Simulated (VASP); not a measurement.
A run of VASP 6.6.1 is set up as follows.

The input INCAR:

```
ALGO = Normal
EDIFF = 1E-7
ENCUT = 520
GGA = CA
ISIF = 2
ISMEAR = -1
LASPH = True
LCHARG = True
LELF = True
LREAL = False
LVHAR = True
LWAVE = False
NBANDS = 10
NELM = 100
PREC = Accurate
SIGMA = 0.1
```

File KPOINTS:

```
k-points
0
Gamma
  10 10 10
```

POSCAR

```
K
1.0
    0.0000000000      3.0534650557      3.0534650557
    3.0534650557      0.0000000000      3.0534650557
    3.0534650557      3.0534650557      0.0000000000
K
1
Direct
    0.0000000000      0.0000000000      0.0000000000
```

Potentials or basis: VASP PAW LDA potentials, release 64 (K_sv).

Command:

```bash
$ cat potpaw_LDA.64/K_sv/POTCAR > POTCAR
$ mpirun -np 1 vasp_std > vasp.out
```

(1) What does it give for the pressure?

(2) What does it give for the band gap on the k mesh?

Results:

(1) 0.7 GPa.

(2) zero (an odd number of electrons rules out a gap without spin polarisation).
